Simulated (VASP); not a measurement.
Runs of VASP 6.6.1 on Be2Al. The structure is that of space group P4/mmm (No. 123), or close to it. The cells are those of the table. 

```tsv
cell	k mesh	gap on the mesh (eV)	largest force (eV/Å)
a = 2.574, b = 2.574, c = 29.650 Å, 3 atoms	18 × 18 × 1	none	(b)
a = 2.695, b = 2.695, c = 16.000 Å, 3 atoms	6 × 6 × 1	none	10.44
a = 2.775, b = 2.775, c = 26.879 Å, 3 atoms	6 × 6 × 1	none	0.03
a = 2.502, b = 2.502, c = 29.650 Å, 3 atoms	18 × 18 × 1	none	0.01
a = 2.574, b = 2.574, c = 29.650 Å, 3 atoms	6 × 6 × 1	none	(a)
```

Alike in all rows: task single point; level PBE; potentials or basis VASP PAW PBE potentials, release 64 (Be, Al); no spin polarisation; cutoff (eV) 520; smearing gaussian 0.1 eV.

**Question.** Estimate the missing entries.

**Answer.** (a) 0.02; (b) 0.21.

Caveats: some runs use coarse meshes.

A gap of «none» marks levels without a gap at the run's occupations.
